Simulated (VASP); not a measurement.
The system is Al.

```
Al
1.0
     2.63000    0.00000    0.00000
     0.00000    2.63000    0.00000
     0.00000    0.00000    2.63000
Al
1
Direct
  0.00000 0.00000 0.00000
```

* Program: VASP 6.6.1
* Task: relaxation of cell and atoms
* Functional: PBE
* Potentials or basis: VASP PAW PBE potentials, release 64 (Al)
* Cutoff: 600 eV
* k mesh: 8 × 8 × 8
* Occupations: fermi-dirac, width 0.05 eV
* Spin: no spin polarisation

At the start: pressure 6.7 GPa; volume 18.19 Å³/atom.

Problem. Where does the relaxation end?

Solution. Over 3 steps the energy falls by 35.4 meV/atom and the volume is 20.06 Å³/atom (+10.2 %); space group Pm-3m (No. 221, to 0.05 Å).

The path:
| step | energy change (eV) | largest force (eV/Å) | pressure (GPa) | volume (Å³) |
| --- | --- | --- | --- | --- |
| 1 | 0.0000 | 0.0000 | 6.69 | 18.19 |
| 2 | -0.0351 | 0.0000 | -0.53 | 20.27 |
| 3 | -0.0354 | 0.0000 | 0.00 | 20.06 |

Final structure:
```yaml
crystal:
  lattice:
    - [2.71691, 0.00000, 0.00000]
    - [0.00000, 2.71691, 0.00000]
    - [0.00000, 0.00000, 2.71691]
  atoms:
    - { symbol: Al, position: [0.00000, 0.00000, 0.00000] }
```
